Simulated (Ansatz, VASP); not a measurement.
## BaTiO3: VASP beside Ansatz

```
CELL_PARAMETERS angstrom
4.05243 0.00000 0.00000
0.00000 4.05243 0.00000
0.00000 0.00000 4.07087
ATOMIC_POSITIONS crystal
Ba 0.00000 0.00000 0.00000
Ti 0.50000 0.50000 0.50000
O 0.50000 0.50000 0.00000
O 0.50000 0.00000 0.50000
O 0.00000 0.50000 0.50000
```

Change from the starting cell: volume scaled by 1.04, crystal datasets.

Alike in both runs: task electric field gradients; functional PBEsol; k mesh 7 × 7 × 7; occupations fermi-dirac, width 0.03 eV; no spin polarisation.

```csv
,VASP,Ansatz
version,VASP 6.6.1,Ansatz 0.2.0
potentials or method,"VASP PAW PBE potentials, release 64 (Ba_sv, Ti_sv, O), cutoff 520 eV","all-electron PAW with datasets made for the crystal, scalar-relativistic"
```

Ansatz gave:

```
gap on the k mesh at the Fermi level (eV)                     : 1.73
pressure (GPa)                                                : -10.3
traceless stress, the component that is largest in VASP (GPa) : -0.45
size of Vzz on the site where it differs most (V/Å²)          : 27.7
```

Q: Estimate VASP's values.

A: gap on the k mesh at the Fermi level (eV): 1.67; pressure (GPa): -8.7; traceless stress, the component that is largest in VASP (GPa): -0.47; size of Vzz on the site where it differs most (V/Å²): 27.8.

VASP's potentials were made for PBE, not for PBEsol. Ansatz ran all-electron here, and VASP with PAW potentials.

Spin-orbit coupling is off throughout.
